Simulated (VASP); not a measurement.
# Sn (Pm-3n) in VASP: single point with revPBE

Aim: the single point of Sn with revPBE.

Program: VASP 6.6.1. These are calculated values, not measurements. Logs are shortened: lines on timing, memory, paths and dates and some standing lists are left out, and cuts for length are marked.

## (1) The cell of the first run

Symmetry: Pm-3n, No. 223, cubic system. The conventional cell has a = 6.175 Å, b = 6.175 Å, c = 6.175 Å, α = 90.00°, β = 90.00°, γ = 90.00°. Within 4.5 Å of Sn (site symmetry m-3) lie 12 Sn at 3.45 Å. Sn (site symmetry -4m2) has 14 Sn at 3.09 to 3.78 Å within 4.1 Å.

## (2) Single point, revPBE

File INCAR:

```
SYSTEM = Sn
PREC = Accurate
ENCUT = 520
EDIFF = 1E-6
ISMEAR = -1
SIGMA = 0.1
LREAL = .FALSE.
LASPH = .TRUE.
NELM = 100
ALGO = Normal
ISIF = 2
LWAVE = .FALSE.
LCHARG = .FALSE.
GGA = RE
NBANDS = 66
```

File KPOINTS:

```
Automatic mesh
0
G
  6 6 6
  0 0 0
```

File POSCAR:

```
Sn
1.0
    6.1747556558      0.0000000000      0.0000000000
    0.0000000000      6.1747556558      0.0000000000
    0.0000000000      0.0000000000      6.1747556558
Sn
8
Direct
    0.0000000000      0.0000000000      0.0000000000
    0.5000000000      0.5000000000      0.5000000000
    0.2500000000      1.0000000000      0.5000000000
    0.7500000000      1.0000000000      0.5000000000
    0.5000000000      0.2500000000      0.0000000000
    0.5000000000      0.7500000000      0.0000000000
    0.0000000000      0.5000000000      0.2500000000
    0.0000000000      0.5000000000      0.7500000000
```

Potentials or basis: VASP PAW PBE potentials, release 64 (Sn_d).

Command:

```console
$ cat potpaw_PBE.64/Sn_d/POTCAR > POTCAR
$ mpirun -np 1 vasp_std > vasp.out
```

OUTCAR:

```text
SYSTEM = Sn
   PREC = Accurate
   ENCUT = 520
   EDIFF = 1E-6
   ISMEAR = -1
   LREAL = .FALSE.
   LASPH = .TRUE.
   NELM = 100
   ISIF = 2
   GGA = RE

 ion  position               nearest neighbor table
   1  0.000  0.000  0.000-   3 3.45   4 3.45   5 3.45   6 3.45   7 3.45   8 3.45   3 3.45   4 3.45
                             7 3.45   8 3.45   5 3.45   6 3.45
   2  0.500  0.500  0.500-   3 3.45   4 3.45   5 3.45   6 3.45   7 3.45   8 3.45   5 3.45   6 3.45
                             3 3.45   4 3.45   7 3.45   8 3.45
   3  0.250  0.000  0.500-   4 3.09   4 3.09   1 3.45   1 3.45   2 3.45   2 3.45
   4  0.750  0.000  0.500-   3 3.09   3 3.09   1 3.45   1 3.45   2 3.45   2 3.45
   5  0.500  0.250  0.000-   6 3.09   6 3.09   1 3.45   2 3.45   2 3.45   1 3.45
   6  0.500  0.750  0.000-   5 3.09   5 3.09   1 3.45   2 3.45   2 3.45   1 3.45
   7  0.000  0.500  0.250-   8 3.09   8 3.09   1 3.45   2 3.45   1 3.45   2 3.45
   8  0.000  0.500  0.750-   7 3.09   7 3.09   1 3.45   2 3.45   1 3.45   2 3.45

  LATTYP: Found a simple cubic cell.
 ALAT       =     6.1747556558

  Lattice vectors:

 A1 = (   6.1747556558,   0.0000000000,   0.0000000000)
 A2 = (   0.0000000000,   6.1747556558,   0.0000000000)
 A3 = (   0.0000000000,   0.0000000000,   6.1747556558)

Analysis of symmetry for initial positions (statically):
=====================================================================
 Subroutine PRICEL returns:
 Original cell was already a primitive cell.

 Routine SETGRP: Setting up the symmetry group for a
 simple cubic supercell.

 Subroutine GETGRP returns: Found 48 space group operations
 (whereof 24 operations were pure point group operations)
 out of a pool of 48 trial point group operations.

The static configuration has the point symmetry T_h .
 The point group associated with its full space group is O_h .

Analysis of symmetry for dynamics (positions and initial velocities):
=====================================================================
 Subroutine PRICEL returns:
 Original cell was already a primitive cell.

 Routine SETGRP: Setting up the symmetry group for a
 simple cubic supercell.

 Subroutine GETGRP returns: Found 48 space group operations
 (whereof 24 operations were pure point group operations)
 out of a pool of 48 trial point group operations.

The dynamic configuration has the point symmetry T_h .
 The point group associated with its full space group is O_h .

 Subroutine INISYM returns: Found 48 space group operations
 (whereof 24 operations are pure point group operations),
 and found     1 'primitive' translations

----------------------------------------------------------------------------------------

                                     Primitive cell

  volume of cell :     235.4287

  direct lattice vectors                    reciprocal lattice vectors
     6.174755656  0.000000000  0.000000000     0.161949728  0.000000000  0.000000000
     0.000000000  6.174755656  0.000000000     0.000000000  0.161949728  0.000000000
     0.000000000  0.000000000  6.174755656     0.000000000  0.000000000  0.161949728

  length of vectors
     6.174755656  6.174755656  6.174755656     0.161949728  0.161949728  0.161949728

  position of ions in fractional coordinates (direct lattice)
     0.000000000  0.000000000  0.000000000
     0.500000000  0.500000000  0.500000000
     0.250000000  0.000000000  0.500000000
     0.750000000  0.000000000  0.500000000
     0.500000000  0.250000000  0.000000000
     0.500000000  0.750000000  0.000000000
     0.000000000  0.500000000  0.250000000
     0.000000000  0.500000000  0.750000000

  ion indices of the primitive-cell ions
   primitive index   ion index
                 1           1
                 2           2
                 3           3
                 4           4
                 5           5
                 6           6
                 7           7
                 8           8

----------------------------------------------------------------------------------------

 KPOINTS: Automatic mesh

Automatic generation of k-mesh.
 Grid dimensions read from file:
 generate k-points for:    6    6    6

 Generating k-lattice:

  Cartesian coordinates                     Fractional coordinates (reciprocal lattice)
     0.026991621  0.000000000  0.000000000     0.166666667  0.000000000  0.000000000
     0.000000000  0.026991621  0.000000000     0.000000000  0.166666667  0.000000000
     0.000000000  0.000000000  0.026991621     0.000000000  0.000000000  0.166666667

  Length of vectors
     0.026991621  0.026991621  0.026991621

  Shift w.r.t. Gamma in fractional coordinates (k-lattice)
     0.000000000  0.000000000  0.000000000

 Subroutine IBZKPT returns following result:
 ===========================================

 Found     20 irreducible k-points:

 Following reciprocal coordinates:
            Coordinates               Weight
  0.000000  0.000000  0.000000      1.000000
  0.166667  0.000000  0.000000      6.000000
  0.333333  0.000000  0.000000      6.000000
  0.500000  0.000000  0.000000      3.000000
  0.166667  0.166667  0.000000     12.000000
  0.333333  0.166667  0.000000     24.000000
[... 12 lines left out ...]
  0.500000  0.500000  0.333333      6.000000
  0.500000  0.500000  0.500000      1.000000
   k-points           NKPTS =     20   k-points in BZ     NKDIM =     20   number of bands    NBANDS=     66
   number of dos      NEDOS =    301   number of ions     NIONS =      8
   total plane-waves  NPLWV = 110592
   dimension x,y,z NGX =    48 NGY =   48 NGZ =   48
   dimension x,y,z NGXF=    96 NGYF=   96 NGZF=   96
   ions per type =               8
   NGX,Y,Z   is equivalent  to a cutoff of  12.92, 12.92, 12.92 a.u.
   NGXF,Y,Z  is equivalent  to a cutoff of  25.85, 25.85, 25.85 a.u.
 SYSTEM =  Sn
   PREC   = accura    normal or accurate (medium, high low for compatibility)
   ISTART =      0    job   : 0-new  1-cont  2-samecut
   ICHARG =      2    charge: 1-file 2-atom 10-const
   ISPIN  =      1    spin polarized calculation?
   LNONCOLLINEAR =      F non collinear calculations
   LSORBIT =      F    spin-orbit coupling
   LASPH  =      T    aspherical Exc in radial PAW
   ENCUT  =  520.0 eV  38.22 Ry    6.18 a.u.  11.48 11.48 11.48*2*pi/ulx,y,z
   NELM   =    100;   NELMIN=  2; NELMDL= -5     # of ELM steps
   EDIFF  = 0.1E-05   stopping-criterion for ELM
   LREAL  =      F    real-space projection
   EDIFFG = 0.1E-04   stopping-criterion for IOM
   NSW    =      0    number of steps for IOM
   IBRION =     -1    ionic relax: 0-MD 1-quasi-New 2-CG
   NFREE  =      0    steps in history (QN), initial steepest desc. (CG)
   ISIF   =      2    stress and relaxation
   ISYM   =      2    0-nonsym 1-usesym 2-fastsym
   POTIM  = 0.5000    time-step for ionic-motion
   TEBEG  =    0.0;   TEEND  =   0.0 temperature during run
   PSTRESS=    0.0 pullay stress
   NELECT =     112.0000    total number of electrons
   NUPDOWN=      -1.0000    fix difference up-down
   EMIN   =  10.00;   EMAX   =-10.00  energy-range for DOS
   EFERMI =   0.00;   METHOD = LEGACY
   ISMEAR =    -1;   SIGMA  =   0.10  broadening in eV -4-tet -1-fermi 0-gaus
   EFERMI_NEDOS =   21; number of points for ismear=-14 and -15
   IALGO  =     38    algorithm
   IMIX   =      4    mixing-type and parameters
     AMIX     =   0.40;   BMIX     =  1.00
     AMIX_MAG =   1.60;   BMIX_MAG =  1.00
  volume/ion in A,a.u.               =      29.43       198.59
  Fermi-wavevector in a.u.,A,eV,Ry     =   1.277991  2.415052 22.221858  1.633260
  Thomas-Fermi vector in A             =   2.410559
   LORBIT       =      0    0 simple, 1 ext, 2 COOP (PROOUT), +10 PAW based schemes
   GGA     = RE    functional components
   LHFCALC =     F    Hartree Fock is set to
   AEXX    =    0.0000 exact exchange contribution
   IVDW    =     0    specifies the selected vdW correction
   LEPSILON=     F    determine dielectric tensor
   LRPA    =     F    only Hartree local field effects (RPA)
 non-spin polarized calculation
  energy-cutoff  :      520.00
  volume of cell :      235.43
 maximum number of plane-waves:      6382
 NGX is ok and might be reduce to    48
   NGX = 23   NGY = 23   NGZ = 23

 number of electron     111.9999952 magnetization

 Free energy of the ion-electron system (eV)
  ---------------------------------------------------
  ext. energy  EPLUGINS =         0.00000000
  ---------------------------------------------------
  free energy    TOTEN  =       -27.43764316 eV

  energy without entropy =      -27.26740922  energy(sigma->0) =      -27.35252619

 E-fermi :   7.3043     XC(G=0):  -9.9312

 val. band max:        7.2789643734   @ k =   0.3333   0.1667   0.1667
 cond. band min:       7.3242511657   @ k =   0.3333   0.1667   0.1667
 fundamental gap:      0.0452867923
 Fermi energy:         7.3042819989

 k-point     1 :       0.0000    0.0000    0.0000
  band No.  band energies     occupation
      1     -14.4384      2.00000
      2     -14.4319      2.00000
      3     -14.4319      2.00000
      4     -14.3397      2.00000
      5     -14.3397      2.00000
      6     -14.3397      2.00000
[... 58 lines left out ...]
     65      10.0494      0.00000
     66      10.0494      0.00000

 k-point     2 :       0.1667    0.0000    0.0000
  band No.  band energies     occupation
      1     -14.4362      2.00000
      2     -14.4320      2.00000
      3     -14.4131      2.00000
      4     -14.3430      2.00000
      5     -14.3359      2.00000
      6     -14.3359      2.00000
[... 58 lines left out ...]
     65      10.8600      0.00000
     66      11.0807      0.00000

 k-point     3 :       0.3333    0.0000    0.0000
  band No.  band energies     occupation
      1     -14.4349      2.00000
      2     -14.4326      2.00000
      3     -14.3581      2.00000
      4     -14.3460      2.00000
      5     -14.3292      2.00000
      6     -14.3292      2.00000
[... 1162 lines left out ...]
     65       9.4782      0.00000
     66       9.4782      0.00000

 k-point    20 :       0.5000    0.5000    0.5000
  band No.  band energies     occupation
      1     -14.3136      2.00000
      2     -14.3136      2.00000
      3     -14.3136      2.00000
      4     -14.3136      2.00000
      5     -14.3136      2.00000
      6     -14.3136      2.00000
[... 58 lines left out ...]
     65       8.9442      0.00000
     66       8.9442      0.00000

------------------------ aborting loop because EDIFF is reached ----------------------------------------

  FORCE on cell =-STRESS in cart. coord.  units (eV):
  Direction    XX          YY          ZZ          XY          YZ          ZX
  --------------------------------------------------------------------------------------
  -------------------------------------------------------------------------------------
  Total       -0.6164196     -0.6164196     -0.6164196     -0.0000000      0.0000000      0.0000000
  in kB       -4.1949591     -4.1949591     -4.1949591     -0.0000000      0.0000000      0.0000000
  external PRESSURE =      -4.1949591 kB  Pullay stress =       0.0000000 kB

 VOLUME and BASIS-vectors are now :
 -----------------------------------------------------------------------------
  energy-cutoff  :      520.00
  volume of cell :      235.43
      direct lattice vectors                 reciprocal lattice vectors
     6.174755656  0.000000000  0.000000000     0.161949728  0.000000000  0.000000000
     0.000000000  6.174755656  0.000000000     0.000000000  0.161949728  0.000000000
     0.000000000  0.000000000  6.174755656     0.000000000  0.000000000  0.161949728

 POSITION                                       TOTAL-FORCE (eV/Angst)
 -----------------------------------------------------------------------------------
      0.00000      0.00000      0.00000        -0.000000      0.000000      0.000000
      3.08738      3.08738      3.08738        -0.000000      0.000000      0.000000
      1.54369      0.00000      3.08738         0.000000     -0.000000     -0.000000
      4.63107      0.00000      3.08738        -0.000000     -0.000000      0.000000
      3.08738      1.54369      0.00000        -0.000000      0.000000     -0.000000
      3.08738      4.63107      0.00000        -0.000000     -0.000000      0.000000
      0.00000      3.08738      1.54369         0.000000     -0.000000     -0.000000
      0.00000      3.08738      4.63107        -0.000000      0.000000      0.000000
 -----------------------------------------------------------------------------------
    total drift:                                0.000000     -0.000000      0.000000

  FREE ENERGIE OF THE ION-ELECTRON SYSTEM (eV)
  ---------------------------------------------------
  free  energy   TOTEN  =       -27.4376431623 eV

  energy  without entropy=      -27.2674092247  energy(sigma->0) =      -27.35252619
```

Run time: 11 min. Hardware: 1 thread of AMD EPYC 7R13, shared host; peak memory 0.41 GiB.

Results:

* Free energy: -27.4376 eV
* Pressure: -0.4 GPa
* Band gap on the k mesh: zero (band 56 reaches 7.83 eV, above the bottom of band 57 at 6.36 eV)

Levels at points of the mesh, in eV from the Fermi level:
| k point | band 53 | band 54 | band 55 | band 56 | band 57 | band 58 | band 59 | band 60 |
| --- | --- | --- | --- | --- | --- | --- | --- | --- |
| (0.00, 0.00, 0.00) | -2.65 | -1.39 | -1.39 | -1.39 | -0.28 | -0.28 | -0.28 | -0.25 |
| (0.50, 0.00, 0.00) | -1.60 | -1.60 | -0.57 | -0.57 | 0.15 | 0.15 | 0.64 | 0.64 |
| (0.50, 0.50, 0.00) | -0.48 | -0.37 | 0.18 | 0.18 | 0.34 | 0.34 | 0.98 | 1.20 |
| (0.50, 0.50, 0.50) | -0.06 | -0.06 | 0.40 | 0.40 | 1.63 | 1.63 | 1.63 | 1.63 |

Caveat: the PAW data sets were made with another functional, which shifts forces and pressure a little; spin-orbit coupling is left out, which moves the levels of the heavy elements.
